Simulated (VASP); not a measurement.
Runs of VASP 6.6.1 on MgO. Symmetry: Pm-3m, No. 221, cubic system. The conventional cell has a = 2.623 Å, b = 2.623 Å, c = 2.623 Å, α = 90.00°, β = 90.00°, γ = 90.00°. Mg (site symmetry m-3m) has 8 O at 2.27 Å and 6 Mg at 2.62 Å within 3.0 Å. O (site symmetry m-3m) has 8 Mg at 2.27 Å and 6 O at 2.62 Å within 3.0 Å. 

| level | k mesh | cutoff (eV) | smearing | grid for exact exchange (PRECFOCK) | share of exact exchange | screening parameter | gap on the mesh (eV) | pressure (GPa) |
| --- | --- | --- | --- | --- | --- | --- | --- | --- |
| r2SCAN | 6 × 6 × 6 | 520 | gaussian 0.01 eV | - | - | - | (b) | -1.2 |
| PBE | 6 × 6 × 6 | 520 | gaussian 0.5 eV | - | - | - | 2.62 | (a) |
| PBE | 6 × 6 × 6 | 600 | methfessel-paxton 0.5 eV | - | - | - | 2.62 | 5.2 |
| PBE+D3(BJ) | 6 × 6 × 6 | 520 | gaussian 0.01 eV | - | - | - | 2.62 | 0.0 |
| PBE-based screened hybrid | 4 × 4 × 4 | 520 | gaussian 0.01 eV | Normal | 0.35 | 0.2078 1/Å | 4.80 | -3.7 |

Alike in all rows: task single point; potentials or basis VASP PAW PBE potentials, release 64 (Mg, O); no spin polarisation; cell as given.

Fill in the values left out.

(a) 5.5; (b) 3.45.

Caveats: some runs use coarse meshes; the PAW data sets were made with another functional, which shifts forces and pressure a little (some runs).

A k mesh can miss the band edges.
